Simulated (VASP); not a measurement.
# Se (P6_3/mmc) in VASP: single point with PBE

Aim: the single point of Se with PBE.

All numbers are computed with VASP 6.6.1; they aren't measurements. Logs are shortened: lines on timing, memory, paths and dates and some standing lists are left out, and cuts for length are marked.

## 1. The cell of the first run

Symmetry: P6_3/mmc, No. 194, hexagonal system. Conventional cell: a = 3.105 Å, b = 3.105 Å, c = 5.030 Å, α = 90.00°, β = 90.00°, γ = 120.00°. Se (site symmetry -6m2) has 12 Se at 3.09 to 3.11 Å within 4.1 Å.

This isn't the form of Se at room conditions, which is trigonal, of chains.

## 2. Single point, PBE

File INCAR:

```
SYSTEM = Se
ALGO = Normal
EDIFF = 1E-6
ENCUT = 520
GGA = PE
ISIF = 2
ISMEAR = -1
LASPH = .True.
LCHARG = .True.
LELF = .True.
LREAL = .False.
LVHAR = .True.
LWAVE = .False.
NBANDS = 13
NELM = 100
PREC = Accurate
SIGMA = 0.05
```

File KPOINTS:

```
k-points
0
Gamma
  11 11 6
  0 0 0
```

File POSCAR:

```
Se
1.0
    3.1050448770      0.0000000000      0.0000000000
   -1.5525224385      2.6890477434      0.0000000000
    0.0000000000      0.0000000000      5.0301727007
Se
2
Direct
    0.3333333333      0.6666666667      0.2500000000
    0.6666666667      0.3333333333      0.7500000000
```

Potentials or basis: VASP PAW PBE potentials, release 64 (Se).

On the command line:

```
cat potpaw_PBE.64/Se/POTCAR > POTCAR
mpirun -np 1 vasp_std > vasp.out
```

OUTCAR:

```text
SYSTEM = Se
   EDIFF = 1E-6
   ENCUT = 520
   GGA = PE
   ISIF = 2
   ISMEAR = -1
   LASPH = .True.
   LREAL = .False.
   NELM = 100
   PREC = Accurate

 ion  position               nearest neighbor table
   1  0.333  0.667  0.250-
   2  0.667  0.333  0.750-

  LATTYP: Found a hexagonal cell.
 ALAT       =     3.1050448770
 C/A-ratio  =     1.6200000000

  Lattice vectors:

 A1 = (   3.1050448770,   0.0000000000,   0.0000000000)
 A2 = (  -1.5525224385,   2.6890477434,   0.0000000000)
 A3 = (   0.0000000000,   0.0000000000,   5.0301727007)

Analysis of symmetry for initial positions (statically):
=====================================================================
 Subroutine PRICEL returns:
 Original cell was already a primitive cell.

 Routine SETGRP: Setting up the symmetry group for a
 hexagonal supercell.

 Subroutine GETGRP returns: Found 24 space group operations
 (whereof 12 operations were pure point group operations)
 out of a pool of 24 trial point group operations.

The static configuration has the point symmetry D_3d.
 The point group associated with its full space group is D_6h.

Analysis of symmetry for dynamics (positions and initial velocities):
=====================================================================
 Subroutine PRICEL returns:
 Original cell was already a primitive cell.

 Routine SETGRP: Setting up the symmetry group for a
 hexagonal supercell.

 Subroutine GETGRP returns: Found 24 space group operations
 (whereof 12 operations were pure point group operations)
 out of a pool of 24 trial point group operations.

The dynamic configuration has the point symmetry D_3d.
 The point group associated with its full space group is D_6h.

 Subroutine INISYM returns: Found 24 space group operations
 (whereof 12 operations are pure point group operations),
 and found     1 'primitive' translations

----------------------------------------------------------------------------------------

                                     Primitive cell

  volume of cell :      42.0000

  direct lattice vectors                    reciprocal lattice vectors
     3.105044877  0.000000000  0.000000000     0.322056537  0.185939428  0.000000000
    -1.552522439  2.689047743  0.000000000     0.000000000  0.371878857  0.000000000
     0.000000000  0.000000000  5.030172701     0.000000000  0.000000000  0.198800331

[... 84 lines left out ...]
   LREAL  =      F    real-space projection
   EDIFFG = 0.1E-04   stopping-criterion for IOM
   NSW    =      0    number of steps for IOM
   IBRION =     -1    ionic relax: 0-MD 1-quasi-New 2-CG
   NFREE  =      0    steps in history (QN), initial steepest desc. (CG)
   ISIF   =      2    stress and relaxation
   ISYM   =      2    0-nonsym 1-usesym 2-fastsym
   POTIM  = 0.5000    time-step for ionic-motion
   TEBEG  =    0.0;   TEEND  =   0.0 temperature during run
   PSTRESS=    0.0 pullay stress
   NELECT =      12.0000    total number of electrons
   NUPDOWN=      -1.0000    fix difference up-down
   EMIN   =  10.00;   EMAX   =-10.00  energy-range for DOS
   EFERMI =   0.00;   METHOD = LEGACY
   ISMEAR =    -1;   SIGMA  =   0.05  broadening in eV -4-tet -1-fermi 0-gaus
   EFERMI_NEDOS =   21; number of points for ismear=-14 and -15
   IALGO  =     38    algorithm
   IMIX   =      4    mixing-type and parameters
     AMIX     =   0.40;   BMIX     =  1.00
     AMIX_MAG =   1.60;   BMIX_MAG =  1.00
  volume/ion in A,a.u.               =      21.00       141.71
  Fermi-wavevector in a.u.,A,eV,Ry     =   1.078248  2.037594 15.818400  1.162620
  Thomas-Fermi vector in A             =   2.214182
   LORBIT       =      0    0 simple, 1 ext, 2 COOP (PROOUT), +10 PAW based schemes
   GGA     = PE    functional components
   LHFCALC =     F    Hartree Fock is set to
   AEXX    =    0.0000 exact exchange contribution
   IVDW    =     0    specifies the selected vdW correction
   LEPSILON=     F    determine dielectric tensor
   LRPA    =     F    only Hartree local field effects (RPA)
 non-spin polarized calculation
  energy-cutoff  :      520.00
  volume of cell :       42.00
 maximum number of plane-waves:      1139
 NGX is ok and might be reduce to    24
   NGX = 11   NGY = 11   NGZ = 19

 number of electron      11.9999998 magnetization

 Free energy of the ion-electron system (eV)
  ---------------------------------------------------
  ext. energy  EPLUGINS =         0.00000000
  ---------------------------------------------------
  free energy    TOTEN  =        -5.56429776 eV

  energy without entropy =       -5.54680495  energy(sigma->0) =       -5.55555135

 E-fermi :   5.1074     XC(G=0): -10.4548

 val. band max:        5.0959880515   @ k =   0.1818   0.0909   0.3333
 cond. band min:       5.1768826361   @ k =   0.1818   0.0000   0.1667
 fundamental gap:      0.0808945846
 Fermi energy:         5.1074308918

 k-point     1 :       0.0000    0.0000    0.0000
  band No.  band energies     occupation
      1     -10.7357      2.00000
      2      -7.6552      2.00000
      3      -1.3968      2.00000
      4       6.6020      0.00000
      5       6.6020      0.00000
      6       7.8194      0.00000
      7       7.8194      0.00000
      8       7.9918      0.00000
      9      13.1293      0.00000
     10      15.5278      0.00000
     11      16.7072      0.00000
     12      16.7072      0.00000
     13      16.8247      0.00000
[... 354 lines left out ...]
  band No.  band energies     occupation
      1      -9.6673      2.00000
      2      -7.3206      2.00000
      3       0.0777      2.00000
      4       2.8447      2.00000
      5       3.7995      2.00000
      6       5.2326      0.15110
      7       6.6566      0.00000
      8       7.0722      0.00000
      9      13.4201      0.00000
     10      14.7050      0.00000
     11      15.4251      0.00000
     12      16.5282      0.00000
     13      17.0752      0.00000

 [... further k-points ...]
[... 5 lines left out ...]
  --------------------------------------------------------------------------------------
  -------------------------------------------------------------------------------------
  Total       -0.1631439     -0.1631439     -1.1404409     -0.0000000      0.0000000      0.0000000
  in kB       -6.2234642     -6.2234642    -43.5044913     -0.0000000      0.0000000      0.0000000
  external PRESSURE =     -18.6504732 kB  Pullay stress =       0.0000000 kB

 VOLUME and BASIS-vectors are now :
 -----------------------------------------------------------------------------
  energy-cutoff  :      520.00
  volume of cell :       42.00
      direct lattice vectors                 reciprocal lattice vectors
     3.105044877  0.000000000  0.000000000     0.322056537  0.185939428  0.000000000
    -1.552522439  2.689047743  0.000000000     0.000000000  0.371878857  0.000000000
     0.000000000  0.000000000  5.030172701     0.000000000  0.000000000  0.198800331

 POSITION                                       TOTAL-FORCE (eV/Angst)
 -----------------------------------------------------------------------------------
     -0.00000      1.79270      1.25754        -0.000000      0.000000      0.000000
      1.55252      0.89635      3.77263         0.000000     -0.000000      0.000000
 -----------------------------------------------------------------------------------
    total drift:                               -0.000000      0.000000      0.000000

  FREE ENERGIE OF THE ION-ELECTRON SYSTEM (eV)
  ---------------------------------------------------
  free  energy   TOTEN  =        -5.5642977567 eV

  energy  without entropy=       -5.5468049516  energy(sigma->0) =       -5.55555135
```

OSZICAR:

```text
N       E                     dE             d eps       ncg     rms          rms(c)
DAV:   1     0.470641082514E+02    0.47064E+02   -0.51412E+03  1664   0.788E+02
DAV:   2    -0.323493268843E+01   -0.50299E+02   -0.48257E+02  2329   0.133E+02
DAV:   3    -0.555977548849E+01   -0.23248E+01   -0.23064E+01  2149   0.302E+01
DAV:   4    -0.557028844802E+01   -0.10513E-01   -0.10511E-01  1954   0.241E+00
DAV:   5    -0.557031945100E+01   -0.31003E-04   -0.31003E-04  2154   0.135E-01    0.402E+00
DAV:   6    -0.556503448129E+01    0.52850E-02   -0.64473E-03  1889   0.453E-01    0.236E+00
DAV:   7    -0.556429904318E+01    0.73544E-03   -0.10924E-02  1834   0.602E-01    0.108E-01
DAV:   8    -0.556429689483E+01    0.21483E-05   -0.37486E-04  1984   0.117E-01    0.116E-02
DAV:   9    -0.556429791280E+01   -0.10180E-05   -0.42899E-06  2079   0.137E-02    0.564E-03
DAV:  10    -0.556429775666E+01    0.15614E-06   -0.13053E-06  1412   0.746E-03
   1 F= -.55642978E+01 E0= -.55555514E+01  d E =-.174928E-01
```

Wall time 30 s (1 thread of Intel Xeon 8259CL, shared host); peak memory 0.17 GiB.

What came out:

| Property | Result |
| --- | --- |
| Free energy | -5.5643 eV |
| Pressure | -1.9 GPa |
| Band gap on the k mesh | zero (bands 6 and 7 overlap by 4.38 eV) |

Stress tensor (GPa, compression positive):
```
-0.62  0.00  0.00
 0.00 -0.62  0.00
 0.00  0.00 -4.35
```

The gap in the log of VASP goes by the Fermi energy; the results here count the filled bands.